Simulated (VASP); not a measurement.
A run of VASP 6.6.1:

File POSCAR:

```
Ni
1.0
    0.0000000000      2.5526202732      2.5526202732
    2.5526202732      0.0000000000      2.5526202732
    2.5526202732      2.5526202732      0.0000000000
Ni
2
Direct
   -0.1250000000     -0.1250000000     -0.1250000000
    0.1250000000      0.1250000000      0.1250000000
```

INCAR.step1

```
SYSTEM = Ni
  PREC = Accurate
  ENCUT = 520
  EDIFF = 1E-7
  ISMEAR = -1
  SIGMA = 0.1
  LREAL = .False.
  LASPH = .True.
  NELM = 150
  ALGO = Normal
  ISIF = 2
  LWAVE = .False.
  LCHARG = .True.
  ISPIN = 2
  MAGMOM = 1 1
  LMAXMIX = 4
  GGA = PE
  NBANDS = 21
```

Contents of KPOINTS.step1:

```
Automatic mesh
0
Gamma
  14 14 14
  0 0 0
```

Contents of INCAR.step2:

```
SYSTEM = Ni
  PREC = Accurate
  ENCUT = 520
  EDIFF = 1E-7
  ISMEAR = -5
  SIGMA = 0.1
  LREAL = .False.
  LASPH = .True.
  NELM = 150
  ALGO = Normal
  ISIF = 2
  LWAVE = .False.
  LCHARG = .False.
  ISPIN = 2
  MAGMOM = 1 1
  LORBIT = 11
  LMAXMIX = 4
  GGA = PE
  NBANDS = 21
  NEDOS = 2001
  ICHARG = 11
```

The input KPOINTS.step2:

```
Automatic mesh
0
Gamma
  21 21 21
  0 0 0
```

Potentials or basis: VASP PAW PBE potentials, release 64 (Ni).

Run with:

```console
$ cat potpaw_PBE.64/Ni/POTCAR > POTCAR
$ cp INCAR.step1 INCAR
$ cp KPOINTS.step1 KPOINTS
$ mpirun -np 1 vasp_std > vasp.out
$ cp INCAR.step2 INCAR
$ cp KPOINTS.step2 KPOINTS
$ mpirun -np 1 vasp_std > vasp.out
```

Hardware: 1 thread of Intel(R) Xeon(R) 6975P-C (Granite Rapids), with other jobs on the host.

Estimate the wall time of this run.

Wall time 2.5 min on 1 thread of Intel(R) Xeon(R) 6975P-C (Granite Rapids), on a shared host, peak memory 0.37 GiB. Counts: k points 286.
